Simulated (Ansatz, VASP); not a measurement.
# Two plane-wave programs on Cs2SnI6

```
Cs Sn I
1.0
     0.00000    5.81500    5.81500
     5.81500    0.00000    5.81500
     5.81500    5.81500    0.00000
Cs Sn I
2 1 6
Direct
  0.25000 0.25000 0.25000
  0.75000 0.75000 0.75000
  0.00000 0.00000 0.00000
  0.75500 0.24500 0.24500
  0.24500 0.75500 0.24500
  0.24500 0.75500 0.75500
  0.75500 0.24500 0.75500
  0.24500 0.24500 0.75500
  0.75500 0.75500 0.24500
```

Alike in both runs: task electric field gradients; functional PBE; k mesh 5 × 5 × 5; occupations fermi-dirac, width 0.02 eV; no spin polarisation.

|  | VASP | Ansatz |
| --- | --- | --- |
| version | VASP 6.6.1 | Ansatz 0.2.0 |
| potentials or method | VASP PAW PBE potentials, release 64 (Cs_sv, Sn_d, I) | plane-wave PAW, scalar-relativistic |
| plane-wave cutoff (eV) | 400 | 420 |
| valence electrons in the cell | 74 | 134 |

|  | VASP | Ansatz | Ansatz less VASP |
| --- | --- | --- | --- |
| pressure (GPa) | 1.6 | 1.6 | 0.00 |
| rms of the force components (eV/Å) | 0.147 | 0.146 | -0.0004 |
| size of Vzz on the site where it differs most (V/Å²) | 548.6 | 565.7 | +17.10 |

Atom by atom the forces differ by 0.000 eV/Å (rms over components). VASP's potentials hold 74 valence electrons a cell and Ansatz's 134, so a difference there can come from the potentials and not from the codes.

Spin-orbit coupling is off throughout.
